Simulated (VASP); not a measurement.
# Hf (Im-3m) in VASP: notebook

Runs on Hf. Level: LDA. Tasks: single point, relaxation of cell and atoms.

All numbers are computed with VASP 6.6.1; they aren't measurements. Logs are shortened: lines on timing, memory, paths and dates and some standing lists are left out, and cuts for length are marked.

### Step 1. The cell of the first run

The structure is cubic, space group Im-3m (No. 229). Conventional cell: a = 3.442 Å, b = 3.442 Å, c = 3.442 Å, α = 90.00°, β = 90.00°, γ = 90.00°. Within 3.9 Å of Hf (site symmetry m-3m) lie 14 Hf at 2.98 to 3.44 Å.

### Step 2. Single point, LDA

Contents of INCAR:

```
ALGO     = Normal         # electronic algorithm
EDIFF    = 1E-6           # SCF threshold, eV
ENCUT    = 520            # plane-wave cutoff, eV
ISIF     = 2              # what is computed and relaxed
ISMEAR   = -1             # smearing method
LASPH    = True           # aspherical terms in the spheres
LCHARG   = True           # write CHGCAR
LELF     = True           # ELF
LREAL    = False          # projectors in reciprocal space
LVHAR    = True         
LWAVE    = False          # write WAVECAR
NBANDS   = 11             # bands
NELM     = 80             # most SCF steps
PREC     = Accurate       # precision mode
SIGMA    = 0.1            # smearing width, eV
```

Contents of KPOINTS:

```
k-points
0
Gamma
  9 9 9
```

Contents of POSCAR:

```
Hf
1.0
    1.7211568575      1.7211568575      1.7211568575
   -1.7211568575      1.7211568575      1.7211568575
   -1.7211568575     -1.7211568575      1.7211568575
Hf
1
Direct
    0.0000000000      0.0000000000      0.0000000000
```

Potentials or basis: VASP PAW LDA potentials, release 64 (Hf_pv).

Launch:

```bash
$ cat potpaw_LDA.64/Hf_pv/POTCAR > POTCAR
$ mpirun -np 1 vasp_std > vasp.out
```

OUTCAR:

```text
EDIFF = 1E-6
   ENCUT = 520
   ISIF = 2
   ISMEAR = -1
   LASPH = True
   LREAL = False
   NELM = 80
   PREC = Accurate

 ion  position               nearest neighbor table
   1  0.000  0.000  0.000-

  LATTYP: Found a body centered cubic cell.
 ALAT       =     3.4423137150

  Lattice vectors:

 A1 = (   1.7211568575,  -1.7211568575,  -1.7211568575)
 A2 = (   1.7211568575,   1.7211568575,   1.7211568575)
 A3 = (  -1.7211568575,  -1.7211568575,   1.7211568575)

Analysis of symmetry for initial positions (statically):
=====================================================================
 Subroutine PRICEL returns:
 Original cell was already a primitive cell.

 Routine SETGRP: Setting up the symmetry group for a
 body centered cubic supercell.

 Subroutine GETGRP returns: Found 48 space group operations
 (whereof 48 operations were pure point group operations)
 out of a pool of 48 trial point group operations.

The static configuration has the point symmetry O_h .

Analysis of symmetry for dynamics (positions and initial velocities):
=====================================================================
 Subroutine PRICEL returns:
 Original cell was already a primitive cell.

 Routine SETGRP: Setting up the symmetry group for a
 body centered cubic supercell.

 Subroutine GETGRP returns: Found 48 space group operations
 (whereof 48 operations were pure point group operations)
 out of a pool of 48 trial point group operations.

The dynamic configuration has the point symmetry O_h .

 Subroutine INISYM returns: Found 48 space group operations
 (whereof 48 operations are pure point group operations),
 and found     1 'primitive' translations

----------------------------------------------------------------------------------------

                                     Primitive cell

  volume of cell :      20.3949

  direct lattice vectors                    reciprocal lattice vectors
     1.721156858  1.721156858  1.721156858     0.290502285  0.000000000  0.290502285
    -1.721156858  1.721156858  1.721156858    -0.290502285  0.290502285  0.000000000
    -1.721156858 -1.721156858  1.721156858     0.000000000 -0.290502285  0.290502285

  length of vectors
     2.981131125  2.981131125  2.981131125     0.410832271  0.410832271  0.410832271

  position of ions in fractional coordinates (direct lattice)
     0.000000000  0.000000000  0.000000000

  ion indices of the primitive-cell ions
[... 79 lines left out ...]
   NFREE  =      0    steps in history (QN), initial steepest desc. (CG)
   ISIF   =      2    stress and relaxation
   ISYM   =      2    0-nonsym 1-usesym 2-fastsym
   POTIM  = 0.5000    time-step for ionic-motion
   TEBEG  =    0.0;   TEEND  =   0.0 temperature during run
   PSTRESS=    0.0 pullay stress
   NELECT =      10.0000    total number of electrons
   NUPDOWN=      -1.0000    fix difference up-down
   EMIN   =  10.00;   EMAX   =-10.00  energy-range for DOS
   EFERMI =   0.00;   METHOD = LEGACY
   ISMEAR =    -1;   SIGMA  =   0.10  broadening in eV -4-tet -1-fermi 0-gaus
   EFERMI_NEDOS =   21; number of points for ismear=-14 and -15
   IALGO  =     38    algorithm
   IMIX   =      4    mixing-type and parameters
     AMIX     =   0.40;   BMIX     =  1.00
     AMIX_MAG =   1.60;   BMIX_MAG =  1.00
  volume/ion in A,a.u.               =      20.39       137.63
  Fermi-wavevector in a.u.,A,eV,Ry     =   1.290925  2.439495 22.673941  1.666488
  Thomas-Fermi vector in A             =   2.422727
   LORBIT       =      0    0 simple, 1 ext, 2 COOP (PROOUT), +10 PAW based schemes
   GGA     = CA    functional components
   LHFCALC =     F    Hartree Fock is set to
   AEXX    =    0.0000 exact exchange contribution
   IVDW    =     0    specifies the selected vdW correction
   LEPSILON=     F    determine dielectric tensor
   LRPA    =     F    only Hartree local field effects (RPA)
 non-spin polarized calculation
  energy-cutoff  :      520.00
  volume of cell :       20.39
 maximum number of plane-waves:       567
 NGX is ok and might be reduce to    24
   NGX = 11   NGY = 11   NGZ = 11

 number of electron      10.0000001 magnetization

 Free energy of the ion-electron system (eV)
  ---------------------------------------------------
  ext. energy  EPLUGINS =         0.00000000
  ---------------------------------------------------
  free energy    TOTEN  =       -10.57576892 eV

  energy without entropy =      -10.51596344  energy(sigma->0) =      -10.54586618

 E-fermi :   5.0917     XC(G=0): -11.8939

 val. band max:        5.0759058505   @ k =   0.1111   0.3333   0.1111
 cond. band min:       5.1047847888   @ k =   0.4444   0.2222   0.0000
 fundamental gap:      0.0288789384
 Fermi energy:         5.0916677137

 k-point     1 :       0.0000    0.0000    0.0000
  band No.  band energies     occupation
      1     -24.2041      2.00000
      2     -24.2041      2.00000
      3     -24.2041      2.00000
      4      -2.1549      2.00000
      5       6.6149      0.00000
      6       6.6149      0.00000
      7       6.6149      0.00000
      8       9.6864      0.00000
      9       9.6864      0.00000
     10      17.7642      0.00000
     11      18.9141      0.00000
[... 309 lines left out ...]
 k-point    24 :       0.2222   -0.4444    0.1111
  band No.  band energies     occupation
      1     -25.1081      2.00000
      2     -24.6396      2.00000
      3     -24.4275      2.00000
      4       3.1797      2.00000
      5       4.3172      1.99913
      6       4.6289      1.98063
      7      10.2214      0.00000
      8      10.6195      0.00000
      9      14.3380      0.00000
     10      15.0011      0.00000
     11      17.7759      0.00000

 [... further k-points ...]

------------------------ aborting loop because EDIFF is reached ----------------------------------------

  FORCE on cell =-STRESS in cart. coord.  units (eV):
  Direction    XX          YY          ZZ          XY          YZ          ZX
  --------------------------------------------------------------------------------------
  -------------------------------------------------------------------------------------
  Total        0.0151456      0.0151456      0.0151456      0.0000000     -0.0000000      0.0000000
  in kB        1.1898041      1.1898041      1.1898041      0.0000000     -0.0000000      0.0000000
  external PRESSURE =       1.1898041 kB  Pullay stress =       0.0000000 kB

 VOLUME and BASIS-vectors are now :
 -----------------------------------------------------------------------------
  energy-cutoff  :      520.00
  volume of cell :       20.39
      direct lattice vectors                 reciprocal lattice vectors
     1.721156858  1.721156858  1.721156858     0.290502285  0.000000000  0.290502285
    -1.721156858  1.721156858  1.721156858    -0.290502285  0.290502285  0.000000000
    -1.721156858 -1.721156858  1.721156858     0.000000000 -0.290502285  0.290502285

 POSITION                                       TOTAL-FORCE (eV/Angst)
 -----------------------------------------------------------------------------------
      0.00000      0.00000      0.00000         0.000000      0.000000      0.000000
 -----------------------------------------------------------------------------------
    total drift:                                0.000000     -0.000000      0.000000

  FREE ENERGIE OF THE ION-ELECTRON SYSTEM (eV)
  ---------------------------------------------------
  free  energy   TOTEN  =       -10.5757689188 eV

  energy  without entropy=      -10.5159634411  energy(sigma->0) =      -10.54586618
```

Run time: 6.9 s. Hardware: 1 thread of AMD EPYC 7R13 (Zen 3), shared host; peak memory 0.1 GiB.

What came out:

```
Free energy            : -10.5758 eV
Pressure               : 0.1 GPa
Band gap on the k mesh : zero (band 5 reaches 6.61 eV, above the bottom of band 6 at 4.49 eV)
```

Caveat: spin-orbit coupling is left out, which moves the levels of the heavy elements.

### Step 3. Single point, LDA

This run uses another cell than the first one, of 20.09 Å³/atom, 0.985 times its volume.

Contents of INCAR:

```
PREC     = Accurate       # precision mode
ENCUT    = 520            # plane-wave cutoff, eV
EDIFF    = 1E-6           # SCF threshold, eV
ISMEAR   = -1             # smearing method
SIGMA    = 0.1            # smearing width, eV
LREAL    = False          # projectors in reciprocal space
LASPH    = True           # aspherical terms in the spheres
NELM     = 100            # most SCF steps
ALGO     = Normal         # electronic algorithm
ISIF     = 2              # what is computed and relaxed
LWAVE    = False          # write WAVECAR
LCHARG   = True           # write CHGCAR
GGA      = CA             # functional
LELF     = True           # ELF
LVHAR    = True         
NBANDS   = 11             # bands
```

Contents of KPOINTS:

```
regular mesh
0
Gamma
  9 9 9
```

Contents of POSCAR:

```
Hf
1.0
    1.7125076821      1.7125076821      1.7125076821
   -1.7125076821      1.7125076821      1.7125076821
   -1.7125076821     -1.7125076821      1.7125076821
Hf
1
Direct
    0.0000000000      0.0000000000      0.0000000000
```

Potentials or basis: VASP PAW LDA potentials, release 64 (Hf_pv).

Launch:

```bash
$ cat potpaw_LDA.64/Hf_pv/POTCAR > POTCAR
$ mpirun -np 1 vasp_std > vasp.out
```

It took 7.1 s on 1 thread of AMD EPYC 7R13 (Zen 3), shared host; peak memory 0.1 GiB.

Results (log left out):

```yaml
Free_energy: -10.5739 eV
Pressure: 1.8 GPa
Band_gap_on_the_k_mesh: zero (band 5 reaches 6.74 eV, above the bottom of band 6 at 4.62 eV)
```

Levels at points of the mesh, in eV from the Fermi level:
```
           k point  band 3  band 4  band 5  band 6  band 7  band 8
(0.00, 0.00, 0.00)  -29.23   -7.29    1.54    1.54    1.54    4.66
```

Caveat: spin-orbit coupling is left out, which moves the levels of the heavy elements.

### Step 4. Single point, LDA

Contents of INCAR:

```
SYSTEM = Hf
PREC = Accurate
ENCUT = 520
EDIFF = 1E-6
ISMEAR = -1
SIGMA = 0.1
LREAL = .FALSE.
LASPH = .TRUE.
NELM = 80
ALGO = Normal
ISIF = 2
LWAVE = .FALSE.
LCHARG = .FALSE.
GGA = CA
NBANDS = 11
```

Contents of KPOINTS:

```
Automatic mesh
0
G
  9 9 9
  0 0 0
```

Contents of POSCAR:

```
Hf
1.0
    1.7211568575      1.7211568575      1.7211568575
   -1.7211568575      1.7211568575      1.7211568575
   -1.7211568575     -1.7211568575      1.7211568575
Hf
1
Direct
    0.0000000000      0.0000000000      0.0000000000
```

Launch:

```bash
$ cat potpaw_LDA.64/Hf_pv/POTCAR > POTCAR
$ mpirun -np 1 vasp_std > vasp.out
```

It took 6.5 s on 1 thread of AMD EPYC 7R13 (Zen 3), shared host; peak memory 0.1 GiB.

Results (log left out):

- Free energy: -10.5758 eV
- Pressure: 0.1 GPa
- Band gap on the k mesh: zero (band 5 reaches 6.61 eV, above the bottom of band 6 at 4.49 eV)

Levels at points of the mesh, in eV from the Fermi level:
```csv
k point,band 3,band 4,band 5,band 6,band 7,band 8
"(0.00, 0.00, 0.00)",-29.30,-7.25,1.52,1.52,1.52,4.59
```

Caveat: spin-orbit coupling is left out, which moves the levels of the heavy elements.

### Step 5. Single point, LDA

This run uses another cell than the first one, of 20.70 Å³/atom, 1.015 times its volume.

Contents of INCAR:

```
PREC = Accurate ; ENCUT = 520
EDIFF = 1E-7 ; ISMEAR = -1
SIGMA = 0.1 ; LREAL = F
LASPH = T ; NELM = 100
ALGO = Normal ; ISIF = 2
LWAVE = F ; LCHARG = F
NBANDS = 11
```

Contents of KPOINTS:

```
Automatic mesh
0
Gamma
  9 9 9
```

Contents of POSCAR:

```
Hf
1.0
    1.7297199679      1.7297199679      1.7297199679
   -1.7297199679      1.7297199679      1.7297199679
   -1.7297199679     -1.7297199679      1.7297199679
Hf
1
Direct
    0.0000000000      0.0000000000      0.0000000000
```

Launch:

```bash
$ cat potpaw_LDA.64/Hf_pv/POTCAR > POTCAR
$ mpirun -np 1 vasp_std > vasp.out
```

It took 7.5 s on 1 thread of AMD EPYC 7R13 (Zen 3), shared host; peak memory 0.1 GiB.

Results (log left out):

| Quantity | Value |
| --- | --- |
| Free energy | -10.5745 eV |
| Pressure | -1.5 GPa |
| Band gap on the k mesh | zero (band 5 reaches 6.50 eV, above the bottom of band 6 at 4.37 eV) |

Levels at points of the mesh, in eV from the Fermi level:
| k point | band 3 | band 4 | band 5 | band 6 | band 7 | band 8 |
| --- | --- | --- | --- | --- | --- | --- |
| (0.00, 0.00, 0.00) | -29.36 | -7.21 | 1.51 | 1.51 | 1.51 | 4.54 |

Caveat: spin-orbit coupling is left out, which moves the levels of the heavy elements.

### Step 6. Relaxation of cell and atoms, LDA

This run uses another cell than the first one, of 22.37 Å³/atom, 1.097 times its volume.

Contents of INCAR:

```
PREC = Accurate
ENCUT = 600
EDIFF = 1E-6
ISMEAR = -1
SIGMA = 0.1
LREAL = F
LASPH = T
NELM = 60
ALGO = Normal
ISIF = 3
LWAVE = F
LCHARG = F
GGA = CA
IBRION = 2
NSW = 80
EDIFFG = -0.01
```

KPOINTS is that of step 5.

Contents of POSCAR:

```
Hf
1.0
    1.7750000000      1.7750000000      1.7750000000
   -1.7750000000      1.7750000000      1.7750000000
   -1.7750000000     -1.7750000000      1.7750000000
Hf
1
Direct
    0.0000000000      0.0000000000      0.0000000000
```

Potentials or basis: VASP PAW LDA potentials, release 64 (Hf_pv).

Launch:

```bash
$ cat potpaw_LDA.64/Hf_pv/POTCAR > POTCAR
$ mpirun -np 1 vasp_std > vasp.out
```

Run time: 10 s. Hardware: 1 thread of Intel Xeon 6975P-C (Granite Rapids), shared host; peak memory 0.15 GiB.

It converged, with:

```
Free energy                            : -10.5760 eV
Relaxed volume                         : 20.41 Å³/atom
Relaxed cell                           : a = 2.982 Å, b = 2.982 Å, c = 2.982 Å, α = 70.53°, β = 109.47°, γ = 70.53°
Space group after relaxing (to 0.05 Å) : Im-3m (No. 229)
Energy gained by relaxing              : 56.3 meV/atom
Ionic steps                            : 4
Pressure after relaxing                : 0.0 GPa
Band gap on the k mesh                 : zero (band 5 reaches 6.61 eV, above the bottom of band 6 at 4.49 eV)
```

The path:
| step | energy change (eV) | largest force (eV/Å) | pressure (GPa) | volume (Å³) |
| --- | --- | --- | --- | --- |
| 1 | 0.0000 | 0.0000 | -8.66 | 22.37 |
| 2 | 0.0027 | 0.0000 | 11.75 | 18.68 |
| 3 | -0.0563 | 0.0000 | -0.15 | 20.44 |
| 4 | -0.0563 | 0.0000 | 0.04 | 20.41 |

Final structure:
```
Hf
1.0
     1.72151    1.72151    1.72151
    -1.72151    1.72151    1.72151
    -1.72151   -1.72151    1.72151
Hf
1
Direct
  0.00000 0.00000 0.00000
```

Levels at points of the mesh, in eV from the Fermi level:
```tsv
k point	band 2	band 3	band 4	band 5	band 6	band 7	band 8	band 9
(0.00, 0.00, 0.00)	-29.30	-29.30	-7.25	1.52	1.52	1.52	4.59	4.59
```

Caveat: spin-orbit coupling is left out, which moves the levels of the heavy elements.

### Step 7. Overview

| task | cell | cutoff (eV) | gap on the mesh (eV) | pressure (GPa) |
| --- | --- | --- | --- | --- |
| single point | a = 2.981 Å, angles 70.5, 109.5, 70.5°, 1 atom | 520 | none | 0.1 |
| single point | a = 2.966 Å, angles 70.5, 109.5, 70.5°, 1 atom | 520 | none | 1.8 |
| single point | a = 2.996 Å, angles 70.5, 109.5, 70.5°, 1 atom | 520 | none | -1.5 |
| relaxation of cell and atoms | relaxed from a = 3.074 Å, angles 70.5, 109.5, 70.5°, 1 atom | 600 | none | 0.0 |

Alike in all rows: level LDA; potentials or basis VASP PAW LDA potentials, release 64 (Hf_pv); no spin polarisation; k mesh 9 × 9 × 9; smearing fermi-dirac 0.1 eV.

Caveats: spin-orbit coupling is left out, which moves the levels of the heavy elements.

Total energies depend on the potentials used, so only differences within one code and one set of settings carry meaning.
